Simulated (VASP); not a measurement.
# Mo (Im-3m) in VASP: single point with PBEsol

Aim: the single point of Mo with PBEsol.

Everything below comes from runs of VASP 6.6.1. Logs are shortened: lines on timing, memory, paths and dates and some standing lists are left out, and cuts for length are marked.

### 1 The cell of the first run

Symmetry: Im-3m, No. 229, cubic system. The conventional cell has a = 3.129 Å, b = 3.129 Å, c = 3.129 Å, α = 90.00°, β = 90.00°, γ = 90.00°. Mo (site symmetry m-3m) has 14 Mo at 2.71 to 3.13 Å within 3.6 Å.

### 2 Single point, PBEsol

Input file INCAR:

```
SYSTEM = Mo
PREC = Accurate ; ENCUT = 520
EDIFF = 1E-6 ; ISMEAR = -1
SIGMA = 0.05 ; LREAL = .False.
LASPH = .True. ; NELM = 100
ALGO = Normal ; ISIF = 2
LWAVE = .False. ; LCHARG = .False.
GGA = PS ; NBANDS = 21
```

Input file KPOINTS:

```
regular mesh
0
Gamma
  13 13 8
  0 0 0
```

Input file POSCAR:

```
Mo
1.0
   -1.5647025379      1.5647025379      1.5647025379
    1.5647025379     -1.5647025379      1.5647025379
    3.1294050757      3.1294050757      0.0000000000
Mo
2
Direct
    0.0000000000      0.0000000000      0.0000000000
    0.5000000000      0.5000000000      0.5000000000
```

Potentials or basis: VASP PAW PBE potentials, release 64 (Mo_sv).

Started as:

```
cat potpaw_PBE.64/Mo_sv/POTCAR > POTCAR
mpirun -np 1 vasp_std > vasp.out
```

OUTCAR:

```text
SYSTEM = Mo
   PREC = Accurate
   ENCUT = 520
   EDIFF = 1E-6
   ISMEAR = -1
   LREAL = .False.
   LASPH = .True.
   NELM = 100
   ISIF = 2
   GGA = PS

 ion  position               nearest neighbor table
   1  0.000  0.000  0.000-   2 2.71   2 2.71   2 2.71   2 2.71   2 3.13   2 3.13   2 3.13   2 3.13

   2  0.500  0.500  0.500-   1 2.71   1 2.71   1 2.71   1 2.71   1 3.13   1 3.13   1 3.13   1 3.13

  LATTYP: Found a base centered orthorhombic cell.
 ALAT       =     3.1294050758
 B/A-ratio  =     1.4142135624
 C/A-ratio  =     1.4142135623

  Lattice vectors:

 A1 = (  -1.5647025379,   1.5647025379,   1.5647025379)
 A2 = (   1.5647025379,  -1.5647025379,   1.5647025379)
 A3 = (   3.1294050757,   3.1294050757,   0.0000000000)

Analysis of symmetry for initial positions (statically):
=====================================================================
 Subroutine PRICEL returns following result:

  LATTYP: Found a body centered cubic cell.
 ALAT       =     3.1294050758

  Lattice vectors:

 A1 = (  -1.5647025379,   1.5647025379,  -1.5647025379)
 A2 = (  -1.5647025378,  -1.5647025378,   1.5647025379)
 A3 = (   1.5647025378,   1.5647025378,   1.5647025379)

   2 primitive cells build up your supercell.

 Routine SETGRP: Setting up the symmetry group for a
 base centered orthorhombic supercell.

 Subroutine GETGRP returns: Found  8 space group operations
 (whereof  8 operations were pure point group operations)
 out of a pool of  8 trial point group operations.

The static configuration has the point symmetry D_2h.

Analysis of symmetry for dynamics (positions and initial velocities):
=====================================================================
 Subroutine PRICEL returns following result:

  LATTYP: Found a body centered cubic cell.
 ALAT       =     3.1294050758

  Lattice vectors:

 A1 = (  -1.5647025379,   1.5647025379,  -1.5647025379)
 A2 = (  -1.5647025378,  -1.5647025378,   1.5647025379)
 A3 = (   1.5647025378,   1.5647025378,   1.5647025379)

   2 primitive cells build up your supercell.

 Routine SETGRP: Setting up the symmetry group for a
 base centered orthorhombic supercell.

 Subroutine GETGRP returns: Found  8 space group operations
 (whereof  8 operations were pure point group operations)
 out of a pool of  8 trial point group operations.

The dynamic configuration has the point symmetry D_2h.

 Subroutine INISYM returns: Found  8 space group operations
 (whereof  8 operations are pure point group operations),
 and found     2 'primitive' translations

----------------------------------------------------------------------------------------

                                     Primitive cell

  volume of cell :      15.3234

  direct lattice vectors                    reciprocal lattice vectors
    -1.564702538  1.564702538 -1.564702538    -0.319549555  0.319549555  0.000000000
    -1.564702538 -1.564702538  1.564702538    -0.319549555 -0.000000000  0.319549555
     1.564702538  1.564702538  1.564702538     0.000000000  0.319549555  0.319549555

  length of vectors
     2.710144294  2.710144294  2.710144294     0.451911315  0.451911315  0.451911315

  position of ions in fractional coordinates (direct lattice)
     0.000000000  0.000000000  0.000000000

  ion indices of the primitive-cell ions
   primitive index   ion index
                 1           1

----------------------------------------------------------------------------------------

 KPOINTS: regular mesh

Automatic generation of k-mesh.
 Grid dimensions read from file:
 generate k-points for:   13   13    8

 Generating k-lattice:

  Cartesian coordinates                     Fractional coordinates (reciprocal lattice)
    -0.012290368  0.012290368  0.024580735     0.076923077  0.000000000  0.000000000
     0.012290368 -0.012290368  0.024580735     0.000000000  0.076923077  0.000000000
     0.019971847  0.019971847  0.000000000     0.000000000  0.000000000  0.125000000

  Length of vectors
     0.030105129  0.030105129  0.028244457

  Shift w.r.t. Gamma in fractional coordinates (k-lattice)
     0.000000000  0.000000000  0.000000000

 Subroutine IBZKPT returns following result:
 ===========================================

 Found    245 irreducible k-points:

 Following reciprocal coordinates:
            Coordinates               Weight
  0.000000  0.000000  0.000000      1.000000
  0.076923  0.000000  0.000000      4.000000
  0.153846  0.000000  0.000000      4.000000
  0.230769  0.000000  0.000000      4.000000
  0.307692  0.000000  0.000000      4.000000
  0.384615  0.000000  0.000000      4.000000
[... 16 lines left out ...]
  0.384615  0.153846  0.000000      4.000000
  0.461538  0.153846  0.000000      4.000000
 [... further k-points ...]
   k-points           NKPTS =    245   k-points in BZ     NKDIM =    245   number of bands    NBANDS=     21
   number of dos      NEDOS =    301   number of ions     NIONS =      2
   total plane-waves  NPLWV =  14400
   dimension x,y,z NGX =    20 NGY =   20 NGZ =   36
   dimension x,y,z NGXF=    40 NGYF=   40 NGZF=   72
   ions per type =               2
   NGX,Y,Z   is equivalent  to a cutoff of  12.27, 12.27, 13.52 a.u.
   NGXF,Y,Z  is equivalent  to a cutoff of  24.54, 24.54, 27.05 a.u.
 SYSTEM =  Mo
   PREC   = accura    normal or accurate (medium, high low for compatibility)
   ISTART =      0    job   : 0-new  1-cont  2-samecut
   ICHARG =      2    charge: 1-file 2-atom 10-const
   ISPIN  =      1    spin polarized calculation?
   LNONCOLLINEAR =      F non collinear calculations
   LSORBIT =      F    spin-orbit coupling
   LASPH  =      T    aspherical Exc in radial PAW
   ENCUT  =  520.0 eV  38.22 Ry    6.18 a.u.   5.04  5.04  8.23*2*pi/ulx,y,z
   NELM   =    100;   NELMIN=  2; NELMDL= -5     # of ELM steps
   EDIFF  = 0.1E-05   stopping-criterion for ELM
   LREAL  =      F    real-space projection
   EDIFFG = 0.1E-04   stopping-criterion for IOM
   NSW    =      0    number of steps for IOM
   IBRION =     -1    ionic relax: 0-MD 1-quasi-New 2-CG
   NFREE  =      0    steps in history (QN), initial steepest desc. (CG)
   ISIF   =      2    stress and relaxation
   ISYM   =      2    0-nonsym 1-usesym 2-fastsym
   POTIM  = 0.5000    time-step for ionic-motion
   TEBEG  =    0.0;   TEEND  =   0.0 temperature during run
   PSTRESS=    0.0 pullay stress
   NELECT =      28.0000    total number of electrons
   NUPDOWN=      -1.0000    fix difference up-down
   EMIN   =  10.00;   EMAX   =-10.00  energy-range for DOS
   EFERMI =   0.00;   METHOD = LEGACY
   ISMEAR =    -1;   SIGMA  =   0.05  broadening in eV -4-tet -1-fermi 0-gaus
   EFERMI_NEDOS =   21; number of points for ismear=-14 and -15
   IALGO  =     38    algorithm
   IMIX   =      4    mixing-type and parameters
     AMIX     =   0.40;   BMIX     =  1.00
     AMIX_MAG =   1.60;   BMIX_MAG =  1.00
  volume/ion in A,a.u.               =      15.32       103.41
  Fermi-wavevector in a.u.,A,eV,Ry     =   1.588543  3.001912 34.333891  2.523470
  Thomas-Fermi vector in A             =   2.687531
   LORBIT       =      0    0 simple, 1 ext, 2 COOP (PROOUT), +10 PAW based schemes
   GGA     = PS    functional components
   LHFCALC =     F    Hartree Fock is set to
   AEXX    =    0.0000 exact exchange contribution
   IVDW    =     0    specifies the selected vdW correction
   LEPSILON=     F    determine dielectric tensor
   LRPA    =     F    only Hartree local field effects (RPA)
 non-spin polarized calculation
  energy-cutoff  :      520.00
  volume of cell :       30.65
 maximum number of plane-waves:       846
   NGX = 11   NGY = 11   NGZ = 17

 number of electron      27.9999997 magnetization

 Free energy of the ion-electron system (eV)
  ---------------------------------------------------
  ext. energy  EPLUGINS =         0.00000000
  ---------------------------------------------------
  free energy    TOTEN  =       -23.56787667 eV

  energy without entropy =      -23.55850826  energy(sigma->0) =      -23.56319247

 E-fermi :  12.8465     XC(G=0): -13.6417

 val. band max:       12.8381741692   @ k =   0.0000   0.0000   0.3750
 cond. band min:      12.8561615642   @ k =  -0.3077   0.1538   0.3750
 fundamental gap:      0.0179873950
 Fermi energy:        12.8464841051

 k-point     1 :       0.0000    0.0000    0.0000
  band No.  band energies     occupation
      1     -48.4104      2.00000
      2     -48.1212      2.00000
      3     -23.1469      2.00000
      4     -22.1271      2.00000
      5     -21.6679      2.00000
      6     -21.6542      2.00000
[... 13 lines left out ...]
     20      17.7120      0.00000
     21      24.7572      0.00000

 k-point     2 :       0.0769    0.0000    0.0000
  band No.  band energies     occupation
      1     -48.3983      2.00000
      2     -48.1171      2.00000
      3     -23.1191      2.00000
      4     -22.1543      2.00000
      5     -21.7233      2.00000
      6     -21.7026      2.00000
[... 13 lines left out ...]
     20      18.2065      0.00000
     21      24.5316      0.00000

 k-point     3 :       0.1538    0.0000    0.0000
  band No.  band energies     occupation
      1     -48.3637      2.00000
      2     -48.1065      2.00000
      3     -23.0383      2.00000
      4     -22.2510      2.00000
      5     -21.9175      2.00000
      6     -21.7737      2.00000
[... 13 lines left out ...]
     20      19.5069      0.00000
     21      24.0568      0.00000
[... 457 lines left out ...]
 k-point    23 :       0.3846    0.1538    0.0000
  band No.  band energies     occupation
      1     -48.1138      2.00000
      2     -48.1082      2.00000
      3     -22.7730      2.00000
      4     -22.7356      2.00000
      5     -22.2900      2.00000
      6     -22.2507      2.00000
[... 13 lines left out ...]
     20      21.7272      0.00000
     21      23.7048      0.00000

 k-point    24 :       0.4615    0.1538    0.0000
  band No.  band energies     occupation
      1     -48.1302      2.00000
      2     -48.0692      2.00000
      3     -22.8464      2.00000
      4     -22.8448      2.00000
      5     -22.4102      2.00000
      6     -22.1060      2.00000
[... 13 lines left out ...]
     20      20.0906      0.00000
     21      25.4018      0.00000

 [... further k-points ...]

------------------------ aborting loop because EDIFF is reached ----------------------------------------

  FORCE on cell =-STRESS in cart. coord.  units (eV):
  Direction    XX          YY          ZZ          XY          YZ          ZX
  --------------------------------------------------------------------------------------
  -------------------------------------------------------------------------------------
  Total        0.1203232      0.1203232      0.0621120      0.0180692      0.0000000      0.0000000
  in kB        6.2903490      6.2903490      3.2471371      0.9446335      0.0000000      0.0000000
  external PRESSURE =       5.2759450 kB  Pullay stress =       0.0000000 kB

 VOLUME and BASIS-vectors are now :
 -----------------------------------------------------------------------------
  energy-cutoff  :      520.00
  volume of cell :       30.65
      direct lattice vectors                 reciprocal lattice vectors
    -1.564702538  1.564702538  1.564702538    -0.159774778  0.159774778  0.319549555
     1.564702538 -1.564702538  1.564702538     0.159774778 -0.159774778  0.319549555
     3.129405076  3.129405076  0.000000000     0.159774778  0.159774778  0.000000000

 POSITION                                       TOTAL-FORCE (eV/Angst)
 -----------------------------------------------------------------------------------
      0.00000      0.00000      0.00000         0.000000      0.000000      0.000000
      1.56470      1.56470      1.56470        -0.000000     -0.000000     -0.000000
 -----------------------------------------------------------------------------------
    total drift:                                0.000000      0.000000      0.000000

  FREE ENERGIE OF THE ION-ELECTRON SYSTEM (eV)
  ---------------------------------------------------
  free  energy   TOTEN  =       -23.5678766719 eV

  energy  without entropy=      -23.5585082590  energy(sigma->0) =      -23.56319247
```

Run time: 39 s. Hardware: 1 thread of Intel Xeon 6975P-C (Granite Rapids), shared host; peak memory 0.23 GiB.

What came out:

```yaml
Free_energy: -23.5679 eV
Pressure: 0.5 GPa
Band_gap_on_the_k_mesh: zero (bands 14 and 15 overlap by 2.76 eV)
```

Levels at points of the mesh, in eV from the Fermi level:
```
           k point  band 10  band 11  band 12  band 13  band 14  band 15  band 16  band 17  band 18  band 19
(0.00, 0.00, 0.00)    -5.53    -3.57    -1.47    -1.47    -1.46     1.62     1.63     1.63     1.67     2.32
(0.00, 0.00, 0.50)    -5.42    -2.64    -2.64    -1.66    -1.66     1.03     1.03     1.08     1.08     1.79
```

Caveat: the PAW data sets were made with another functional, which shifts forces and pressure a little.
